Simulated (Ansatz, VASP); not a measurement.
**One calculation of Pd, two programs**

```
Pd
1.0
     2.80954    0.00000    0.00000
     0.00000    2.80954    0.00000
     0.00000    0.00000    3.96435
Pd
2
Direct
  0.00000 0.00000 0.00000
  0.50000 0.50000 0.50000
```

Alike in both runs: functional revPBE; k mesh 11 × 11 × 8; occupations fermi-dirac, width 0.05 eV; collinear spin.

Ansatz relaxed the structure, and its values are those at the end. VASP's run is a single point on that final structure, the one shown.

|  | VASP | Ansatz |
| --- | --- | --- |
| version | VASP 6.6.1 | Ansatz 0.2.0 |
| potentials or method | VASP PAW PBE potentials, release 64 (Pd), cutoff 520 eV | plane waves (420 eV) with PAW, scalar-relativistic |
| valence electrons in the cell | 20 | 36 |

|  | VASP | Ansatz | Ansatz less VASP |
| --- | --- | --- | --- |
| pressure (GPa) | -0.2 | 0.0 | +0.24 |
| net moment per atom (μB) | 0.00 | 0.00 | 0.000 |

VASP's potentials were made for PBE, not for revPBE. With one functional, cell and mesh, what is left measures potentials, basis and numerics. VASP's potentials hold 20 valence electrons a cell and Ansatz's 36, so a difference there can come from the potentials and not from the codes. Ansatz's warnings: seeded moment not kept.
